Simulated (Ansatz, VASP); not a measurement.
## One calculation of SnO2, two programs

File POSCAR:

```
SnO2
1.0
    0.0000000000      2.5741500000      2.5741500000
    2.5741500000      0.0000000000      2.5741500000
    2.5741500000      2.5741500000      0.0000000000
Sn O
1 2
Direct
    0.0000000000      0.0000000000      0.0000000000
    0.7500000000      0.7500000000      0.7500000000
    0.2500000000      0.2500000000      0.2500000000
```

Contents of INCAR.step1:

```
  PREC = Accurate
  ENCUT = 520
  EDIFF = 1E-5
  ISMEAR = -1
  SIGMA = 0.05
  LREAL = F
  LASPH = T
  NELM = 80
  ALGO = Normal
  ISIF = 2
  LWAVE = T
  LCHARG = F
  NBANDS = 20
  GGA = PE
```

File INCAR.step2:

```
  PREC = Accurate
  ENCUT = 520
  EDIFF = 1E-6
  ISMEAR = -1
  SIGMA = 0.05
  LREAL = F
  LASPH = T
  NELM = 80
  ALGO = Normal
  ISIF = 2
  LWAVE = F
  LCHARG = F
  GGA = PS
  LHFCALC = T
  AEXX = 0.25
  HFSCREEN = 0.207
  PRECFOCK = Normal
  NBANDS = 20
  ISTART = 1
```

The input KPOINTS:

```
regular mesh
0
Gamma
  5 5 5
```

File input.yaml:

```yaml
crystal:
  lattice:
    - [0.0, 2.57415, 2.57415]
    - [2.57415, 0.0, 2.57415]
    - [2.57415, 2.57415, 0.0]
  atoms:
    - { symbol: Sn, position: [0.0, 0.0, 0.0] }
    - { symbol: O, position: [0.75, 0.75, 0.75] }
    - { symbol: O, position: [0.25, 0.25, 0.25] }
hamiltonian:
  xc:
    exchange: hjs_pbesol
    correlation: pbesol
    exx: { coeff: 0.25, omega: 0.207 }
  pseudopotentials: { kind: paw }
kpoints:
  mp_grid: { grid: [5, 5, 5] }
  band_path:
    path:
      - [[0.0, 0.0, 0.0], [0.5, 0.0, 0.5], [0.5, 0.25, 0.75], [0.375, 0.375, 0.75], [0.0, 0.0, 0.0], [0.5, 0.5, 0.5], [0.625, 0.25, 0.625], [0.5, 0.25, 0.75], [0.5, 0.5, 0.5], [0.375, 0.375, 0.75]]
      - [[0.625, 0.25, 0.625], [0.5, 0.0, 0.5]]
    npoints: 4
scf:
  occupations: { method: fermi_dirac, width: 0.05 }
  n_extra_bands: 7
output:
  forces: true
  stress: true
  eigenvalues: true
  fatbands: false
```

Alike in both runs: functional PBEsol-based screened hybrid with a share of 0.25 of exact exchange and HFSCREEN = 0.207; k mesh 5 × 5 × 5; occupations fermi-dirac, width 0.05 eV; no spin polarisation.

|  | VASP | Ansatz |
| --- | --- | --- |
| version | VASP 6.6.1 | Ansatz 0.2.0 |
| potentials or method | VASP PAW PBE potentials, release 64 (Sn_d, O) | Ansatz PAW |
| plane-wave cutoff (eV) | 520 | 420 |
| valence electrons in the cell | 26 | 26 |
| task | single point | band structure |

VASP gave:

```
gap on the k mesh at the Fermi level (eV) : 1.18
least direct gap on the mesh (eV)         : 2.45
pressure (GPa)                            : -16.1
```

Problem. What did Ansatz give for the same quantities?

Solution. gap on the k mesh at the Fermi level (eV): 1.19; least direct gap on the mesh (eV): 2.46; pressure (GPa): -16.9.

VASP's potentials were made for PBE, not for PBEsol-based screened hybrid.

The k mesh is coarse, so the values compare programs but aren't converged. Noted on Ansatz's run: the k mesh misses the band edges, so the gap on the mesh is wider than the one along the path.
